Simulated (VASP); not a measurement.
# CsRe (F-43m) in VASP: a series of runs

The runs below take CsRe through single point, relaxation of cell and atoms, with PBE.

All numbers are computed with VASP 6.6.1; they aren't measurements. Logs are shortened: lines on timing, memory, paths and dates and some standing lists are left out, and cuts for length are marked.

## Step 1: The cell of the first run

It takes space group F-43m (No. 216, cubic). Conventional cell: a = 6.252 Å, b = 6.252 Å, c = 6.252 Å, α = 90.00°, β = 90.00°, γ = 90.00°. Within 3.6 Å of Cs (site symmetry -43m) lie 4 Re at 2.71 Å. Re (site symmetry -43m) has 4 Cs at 2.71 Å within 3.6 Å.

## Step 2: Single point, PBE

The input, INCAR:

```
SYSTEM = CsRe
ALGO = Normal ; EDIFF = 1E-6
ENCUT = 520 ; GGA = PE
ISIF = 2 ; ISMEAR = 0
LASPH = .TRUE. ; LCHARG = .FALSE.
LREAL = .FALSE. ; LWAVE = .FALSE.
NBANDS = 15 ; NELM = 100
PREC = Accurate ; SIGMA = 0.1
```

The input, KPOINTS:

```
k-points
0
G
  16 16 16
  0 0 0
```

The input, POSCAR:

```
CsRe
1.0
    0.0000000000      3.1261343436      3.1261343436
    3.1261343436      0.0000000000      3.1261343436
    3.1261343436      3.1261343436      0.0000000000
Cs Re
1 1
Direct
    0.7500000000      0.7500000000      0.7500000000
    0.0000000000      0.0000000000      0.0000000000
```

Potentials or basis: VASP PAW PBE potentials, release 64 (Cs_sv, Re).

On the command line:

```sh
$ cat potpaw_PBE.64/Cs_sv/POTCAR potpaw_PBE.64/Re/POTCAR > POTCAR
$ mpirun -np 1 vasp_std > vasp.out
```

OUTCAR:

```text
SYSTEM = CsRe
   EDIFF = 1E-6
   ENCUT = 520
   GGA = PE
   ISIF = 2
   ISMEAR = 0
   LASPH = .TRUE.
   LREAL = .FALSE.
   NELM = 100
   PREC = Accurate

 ion  position               nearest neighbor table
   1  0.750  0.750  0.750-   2 2.71   2 2.71   2 2.71   2 2.71
   2  0.000  0.000  0.000-   1 2.71   1 2.71   1 2.71   1 2.71

  LATTYP: Found a face centered cubic cell.
 ALAT       =     6.2522686872

  Lattice vectors:

 A1 = (   0.0000000000,   3.1261343436,   3.1261343436)
 A2 = (   3.1261343436,   0.0000000000,   3.1261343436)
 A3 = (   3.1261343436,   3.1261343436,   0.0000000000)

Analysis of symmetry for initial positions (statically):
=====================================================================
 Subroutine PRICEL returns:
 Original cell was already a primitive cell.

 Routine SETGRP: Setting up the symmetry group for a
 face centered cubic supercell.

 Subroutine GETGRP returns: Found 24 space group operations
 (whereof 24 operations were pure point group operations)
 out of a pool of 48 trial point group operations.

The static configuration has the point symmetry T_d .

Analysis of symmetry for dynamics (positions and initial velocities):
=====================================================================
 Subroutine PRICEL returns:
 Original cell was already a primitive cell.

 Routine SETGRP: Setting up the symmetry group for a
 face centered cubic supercell.

 Subroutine GETGRP returns: Found 24 space group operations
 (whereof 24 operations were pure point group operations)
 out of a pool of 48 trial point group operations.

The dynamic configuration has the point symmetry T_d .

 Subroutine INISYM returns: Found 24 space group operations
 (whereof 24 operations are pure point group operations),
 and found     1 'primitive' translations

----------------------------------------------------------------------------------------

                                     Primitive cell

  volume of cell :      61.1016

  direct lattice vectors                    reciprocal lattice vectors
     0.000000000  3.126134344  3.126134344    -0.159941943  0.159941943  0.159941943
     3.126134344  0.000000000  3.126134344     0.159941943 -0.159941943  0.159941943
     3.126134344  3.126134344  0.000000000     0.159941943  0.159941943 -0.159941943

  length of vectors
     4.421021587  4.421021587  4.421021587     0.277027571  0.277027571  0.277027571

  position of ions in fractional coordinates (direct lattice)
     0.750000000  0.750000000  0.750000000
     0.000000000  0.000000000  0.000000000

  ion indices of the primitive-cell ions
   primitive index   ion index
                 1           1
                 2           2

----------------------------------------------------------------------------------------

 KPOINTS: k-points

Automatic generation of k-mesh.
 Grid dimensions read from file:
 generate k-points for:   16   16   16

 Generating k-lattice:

  Cartesian coordinates                     Fractional coordinates (reciprocal lattice)
    -0.009996371  0.009996371  0.009996371     0.062500000  0.000000000  0.000000000
     0.009996371 -0.009996371  0.009996371     0.000000000  0.062500000  0.000000000
     0.009996371  0.009996371 -0.009996371     0.000000000  0.000000000  0.062500000

  Length of vectors
     0.017314223  0.017314223  0.017314223

  Shift w.r.t. Gamma in fractional coordinates (k-lattice)
     0.000000000  0.000000000  0.000000000

 Subroutine IBZKPT returns following result:
 ===========================================

 Found    145 irreducible k-points:

 Following reciprocal coordinates:
            Coordinates               Weight
  0.000000  0.000000  0.000000      1.000000
  0.062500  0.000000  0.000000      8.000000
  0.125000  0.000000  0.000000      8.000000
  0.187500  0.000000  0.000000      8.000000
  0.250000  0.000000  0.000000      8.000000
  0.312500  0.000000  0.000000      8.000000
[... 16 lines left out ...]
 -0.125000  0.062500  0.000000     24.000000
 -0.062500  0.062500  0.000000     12.000000
 [... further k-points ...]
   k-points           NKPTS =    145   k-points in BZ     NKDIM =    145   number of bands    NBANDS=     15
   number of dos      NEDOS =    301   number of ions     NIONS =      2
   total plane-waves  NPLWV =  46656
   dimension x,y,z NGX =    36 NGY =   36 NGZ =   36
   dimension x,y,z NGXF=    72 NGYF=   72 NGZF=   72
   ions per type =               1   1
   NGX,Y,Z   is equivalent  to a cutoff of  13.54, 13.54, 13.54 a.u.
   NGXF,Y,Z  is equivalent  to a cutoff of  27.07, 27.07, 27.07 a.u.
 SYSTEM =  CsRe
   PREC   = accura    normal or accurate (medium, high low for compatibility)
   ISTART =      0    job   : 0-new  1-cont  2-samecut
   ICHARG =      2    charge: 1-file 2-atom 10-const
   ISPIN  =      1    spin polarized calculation?
   LNONCOLLINEAR =      F non collinear calculations
   LSORBIT =      F    spin-orbit coupling
   LASPH  =      T    aspherical Exc in radial PAW
   ENCUT  =  520.0 eV  38.22 Ry    6.18 a.u.   8.22  8.22  8.22*2*pi/ulx,y,z
   NELM   =    100;   NELMIN=  2; NELMDL= -5     # of ELM steps
   EDIFF  = 0.1E-05   stopping-criterion for ELM
   LREAL  =      F    real-space projection
   EDIFFG = 0.1E-04   stopping-criterion for IOM
   NSW    =      0    number of steps for IOM
   IBRION =     -1    ionic relax: 0-MD 1-quasi-New 2-CG
   NFREE  =      0    steps in history (QN), initial steepest desc. (CG)
   ISIF   =      2    stress and relaxation
   ISYM   =      2    0-nonsym 1-usesym 2-fastsym
   POTIM  = 0.5000    time-step for ionic-motion
   TEBEG  =    0.0;   TEEND  =   0.0 temperature during run
   PSTRESS=    0.0 pullay stress
   NELECT =      16.0000    total number of electrons
   NUPDOWN=      -1.0000    fix difference up-down
   EMIN   =  10.00;   EMAX   =-10.00  energy-range for DOS
   EFERMI =   0.00;   METHOD = LEGACY
   ISMEAR =     0;   SIGMA  =   0.10  broadening in eV -4-tet -1-fermi 0-gaus
   EFERMI_NEDOS =   21; number of points for ismear=-14 and -15
   IALGO  =     38    algorithm
   IMIX   =      4    mixing-type and parameters
     AMIX     =   0.40;   BMIX     =  1.00
     AMIX_MAG =   1.60;   BMIX_MAG =  1.00
  volume/ion in A,a.u.               =      30.55       206.17
  Fermi-wavevector in a.u.,A,eV,Ry     =   1.047363  1.979229 14.925170  1.096969
  Thomas-Fermi vector in A             =   2.182240
   LORBIT       =      0    0 simple, 1 ext, 2 COOP (PROOUT), +10 PAW based schemes
   GGA     = PE    functional components
   LHFCALC =     F    Hartree Fock is set to
   AEXX    =    0.0000 exact exchange contribution
   IVDW    =     0    specifies the selected vdW correction
   LEPSILON=     F    determine dielectric tensor
   LRPA    =     F    only Hartree local field effects (RPA)
 non-spin polarized calculation
 Gauss-broadening in eV      SIGMA  =   0.10
  energy-cutoff  :      520.00
  volume of cell :       61.10
 maximum number of plane-waves:      1676
 NGX is ok and might be reduce to    36
   NGX = 17   NGY = 17   NGZ = 17

 number of electron      16.0000000 magnetization

 Free energy of the ion-electron system (eV)
  ---------------------------------------------------
  ext. energy  EPLUGINS =         0.00000000
  ---------------------------------------------------
  free energy    TOTEN  =        -4.82426812 eV

  energy without entropy =       -4.78592897  energy(sigma->0) =       -4.80509855

 E-fermi :   3.1690     XC(G=0):  -9.7433

 val. band max:        3.1685909108   @ k =  -0.3750   0.1875   0.0625
 cond. band min:       3.1706732714   @ k =  -0.3125   0.3125   0.0625
 fundamental gap:      0.0020823605
 Fermi energy:         3.1689617614

 k-point     1 :       0.0000    0.0000    0.0000
  band No.  band energies     occupation
      1     -19.5684      2.00000
      2      -6.5702      2.00000
      3      -6.5702      2.00000
      4      -6.5702      2.00000
      5       0.7256      2.00000
      6       1.8899      2.00000
      7       1.8899      2.00000
      8       4.0139      0.00000
      9       4.0139      0.00000
     10       4.0139      0.00000
     11       6.6455      0.00000
     12       6.6455      0.00000
     13       6.6455      0.00000
     14      10.9477      0.00000
     15      12.0140      0.00000

 k-point     2 :       0.0625    0.0000    0.0000
  band No.  band energies     occupation
      1     -19.5630      2.00000
      2      -6.6025      2.00000
      3      -6.5678      2.00000
      4      -6.5678      2.00000
      5       0.8223      2.00000
      6       1.8746      2.00000
      7       1.8746      2.00000
      8       3.9411      0.00000
      9       4.0185      0.00000
     10       4.0185      0.00000
     11       6.5005      0.00000
     12       6.6735      0.00000
     13       6.6735      0.00000
     14      11.1682      0.00000
     15      11.8708      0.00000

 k-point     3 :       0.1250    0.0000    0.0000
  band No.  band energies     occupation
      1     -19.5475      2.00000
      2      -6.6909      2.00000
      3      -6.5612      2.00000
      4      -6.5612      2.00000
      5       1.0957      2.00000
      6       1.8401      2.00000
      7       1.8401      2.00000
      8       3.7264      0.00000
      9       4.0109      0.00000
     10       4.0109      0.00000
     11       6.1911      0.00000
     12       6.7660      0.00000
     13       6.7660      0.00000
     14      11.5595      0.00000
     15      11.6107      0.00000
[... 343 lines left out ...]
 k-point    23 :      -0.1250    0.0625    0.0000
  band No.  band energies     occupation
      1     -19.5362      2.00000
      2      -6.7473      2.00000
      3      -6.5634      2.00000
      4      -6.5549      2.00000
      5       1.2950      2.00000
      6       1.7433      2.00000
      7       1.8999      2.00000
      8       3.6002      0.00000
      9       3.8411      0.00000
     10       4.1051      0.00000
     11       6.0583      0.00000
     12       6.7814      0.00000
     13       6.8631      0.00000
     14      11.3877      0.00000
     15      11.4179      0.00000

 k-point    24 :      -0.0625    0.0625    0.0000
  band No.  band energies     occupation
      1     -19.5542      2.00000
      2      -6.6514      2.00000
      3      -6.5668      2.00000
      4      -6.5632      2.00000
      5       0.9782      2.00000
      6       1.8093      2.00000
      7       1.8970      2.00000
      8       3.8654      0.00000
      9       3.9124      0.00000
     10       4.0808      0.00000
     11       6.3039      0.00000
     12       6.6923      0.00000
     13       6.7563      0.00000
     14      11.4021      0.00000
     15      11.6316      0.00000

 [... further k-points ...]

------------------------ aborting loop because EDIFF is reached ----------------------------------------

  FORCE on cell =-STRESS in cart. coord.  units (eV):
  Direction    XX          YY          ZZ          XY          YZ          ZX
  --------------------------------------------------------------------------------------
  -------------------------------------------------------------------------------------
  Total        0.9421849      0.9421849      0.9421849      0.0000000      0.0000000      0.0000000
  in kB       24.7055101     24.7055101     24.7055101      0.0000000      0.0000000      0.0000000
  external PRESSURE =      24.7055101 kB  Pullay stress =       0.0000000 kB

 VOLUME and BASIS-vectors are now :
 -----------------------------------------------------------------------------
  energy-cutoff  :      520.00
  volume of cell :       61.10
      direct lattice vectors                 reciprocal lattice vectors
     0.000000000  3.126134344  3.126134344    -0.159941943  0.159941943  0.159941943
     3.126134344  0.000000000  3.126134344     0.159941943 -0.159941943  0.159941943
     3.126134344  3.126134344  0.000000000     0.159941943  0.159941943 -0.159941943

 POSITION                                       TOTAL-FORCE (eV/Angst)
 -----------------------------------------------------------------------------------
      4.68920      4.68920      4.68920        -0.000000     -0.000000     -0.000000
      0.00000      0.00000      0.00000         0.000000      0.000000      0.000000
 -----------------------------------------------------------------------------------
    total drift:                               -0.000000     -0.000000     -0.000000

  FREE ENERGIE OF THE ION-ELECTRON SYSTEM (eV)
  ---------------------------------------------------
  free  energy   TOTEN  =        -4.8242681241 eV

  energy  without entropy=       -4.7859289678  energy(sigma->0) =       -4.80509855
```

Run time: 1.8 min. Hardware: 1 thread of AMD EPYC 9R45 (Zen 5), shared host; peak memory 0.27 GiB.

What came out:

```yaml
Free_energy: -4.8243 eV
Pressure: 2.5 GPa
Band_gap_on_the_k_mesh: zero (band 8 reaches 4.01 eV, above the bottom of band 9 at 2.70 eV)
```

Levels at points of the mesh, in eV from the Fermi level:
| k point | band 4 | band 5 | band 6 | band 7 | band 8 | band 9 | band 10 | band 11 | band 12 | band 13 |
| --- | --- | --- | --- | --- | --- | --- | --- | --- | --- | --- |
| (0.00, 0.00, 0.00) | -9.74 | -2.44 | -1.28 | -1.28 | 0.84 | 0.84 | 0.84 | 3.48 | 3.48 | 3.48 |
| (0.50, 0.00, 0.00) | -9.68 | -1.26 | -1.08 | -1.08 | -0.21 | -0.09 | -0.09 | 3.66 | 4.74 | 4.74 |
| (0.50, 0.50, 0.00) | -9.66 | -1.98 | -1.82 | -0.51 | -0.51 | -0.45 | 2.21 | 2.58 | 5.46 | 6.63 |

Caveat: spin-orbit coupling is left out, which moves the levels of the heavy elements.

## Step 3: Relaxation of cell and atoms, PBE

This run uses another cell than the first one, of 31.97 Å³/atom, 1.046 times its volume.

The input, INCAR:

```
SYSTEM = CsRe
PREC = Accurate ; ENCUT = 600
EDIFF = 1E-6 ; ISMEAR = 0
SIGMA = 0.1 ; LREAL = .False.
LASPH = .True. ; NELM = 100
ALGO = Normal ; ISIF = 3
LWAVE = .False. ; LCHARG = .False.
GGA = PE ; IBRION = 2
NSW = 100 ; EDIFFG = -0.01
```

The input, KPOINTS:

```
Automatic mesh
0
Gamma
  16 16 16
  0 0 0
```

The input, POSCAR:

```
CsRe
1.0
    0.0000000000      3.1736828100      3.1736828100
    3.1736828100      0.0000000000      3.1736828100
    3.1736828100      3.1736828100      0.0000000000
Cs Re
1 1
Direct
    0.7500000000      0.7500000000      0.7500000000
    0.0000000000      0.0000000000      0.0000000000
```

Potentials or basis: VASP PAW PBE potentials, release 64 (Cs_sv, Re).

On the command line:

```sh
$ cat potpaw_PBE.64/Cs_sv/POTCAR potpaw_PBE.64/Re/POTCAR > POTCAR
$ mpirun -np 1 vasp_std > vasp.out
```

Run time: 4.1 min. Hardware: 1 thread of AMD EPYC 9R45 (Zen 5), shared host; peak memory 0.31 GiB.

The run converged. Its results:

```
Free energy                            : -4.8673 eV
Relaxed volume                         : 33.93 Å³/atom
Relaxed cell                           : a = 4.578 Å, b = 4.578 Å, c = 4.578 Å, α = 60.00°, β = 60.00°, γ = 60.00°
Space group after relaxing (to 0.05 Å) : F-43m (No. 216)
Energy gained by relaxing              : 5.9 meV/atom
Ionic steps                            : 4
Pressure after relaxing                : 0.0 GPa
Band gap on the k mesh                 : zero (band 8 reaches 3.07 eV, above the bottom of band 9 at 2.06 eV)
```

The path:
```
step  energy change (eV)  largest force (eV/Å)  pressure (GPa)  volume (Å³)
   1              0.0000                0.0000            1.10        63.93
   2             -0.0095                0.0000            0.44        65.98
   3             -0.0115                0.0000           -0.14        68.49
   4             -0.0118                0.0000           -0.02        67.86
```

Final structure:
```
CELL_PARAMETERS angstrom
0.00000 3.23739 3.23739
3.23739 0.00000 3.23739
3.23739 3.23739 0.00000
ATOMIC_POSITIONS crystal
Cs 0.75000 0.75000 0.75000
Re 0.00000 0.00000 0.00000
```

Levels at points of the mesh, in eV from the Fermi level:
```tsv
k point	band 5	band 6	band 7	band 8	band 9	band 10	band 11	band 12
(0.00, 0.00, 0.00)	-2.40	-0.98	-0.98	0.69	0.69	0.69	3.43	3.43
(0.50, 0.00, 0.00)	-0.97	-0.82	-0.82	-0.35	-0.02	-0.02	3.27	4.49
(0.50, 0.50, 0.00)	-1.54	-1.48	-0.35	-0.35	-0.30	1.63	2.29	5.27
```

Caveat: spin-orbit coupling is left out, which moves the levels of the heavy elements.

## Step 4: Single point, PBE

This run uses another cell than the first one, of 31.97 Å³/atom, 1.046 times its volume.

The input, INCAR:

```
ALGO     = Normal         # electronic algorithm
EDIFF    = 1E-7           # SCF threshold, eV
ENCUT    = 520            # plane-wave cutoff, eV
GGA      = PE             # functional
ISIF     = 2              # what is computed and relaxed
ISMEAR   = 0              # smearing method
LASPH    = True           # aspherical terms in the spheres
LCHARG   = False          # write CHGCAR
LREAL    = False          # projectors in reciprocal space
LWAVE    = False          # write WAVECAR
NBANDS   = 15             # bands
NELM     = 100            # most SCF steps
PREC     = Accurate       # precision mode
SIGMA    = 0.1            # smearing width, eV
```

The input, KPOINTS:

```
k-points
0
Gamma
  6 6 6
```

POSCAR is that of step 3.

On the command line:

```sh
$ cat potpaw_PBE.64/Cs_sv/POTCAR potpaw_PBE.64/Re/POTCAR > POTCAR
$ mpirun -np 1 vasp_std > vasp.out
```

Run time: 15 s. Hardware: 1 thread of AMD EPYC 9R45 (Zen 5), shared host; peak memory 0.17 GiB.

Results (log left out):

```yaml
Free_energy: -4.8607 eV
Pressure: 0.6 GPa
Band_gap_on_the_k_mesh: zero (band 8 reaches 3.61 eV, above the bottom of band 9 at 2.46 eV)
```

Levels at points of the mesh, in eV from the Fermi level:
```
           k point  band 4  band 5  band 6  band 7  band 8  band 9  band 10  band 11  band 12  band 13
(0.00, 0.00, 0.00)   -9.59   -2.44   -1.14   -1.14    0.78    0.78     0.78     3.44     3.44     3.44
(0.50, 0.00, 0.00)   -9.54   -1.13   -0.96   -0.96   -0.28   -0.06    -0.06     3.48     4.62     4.62
(0.50, 0.50, 0.00)   -9.54   -1.78   -1.67   -0.43   -0.43   -0.37     1.95     2.44     5.36     6.60
```

Caveat: spin-orbit coupling is left out, which moves the levels of the heavy elements.

[end of part 1 of 2]
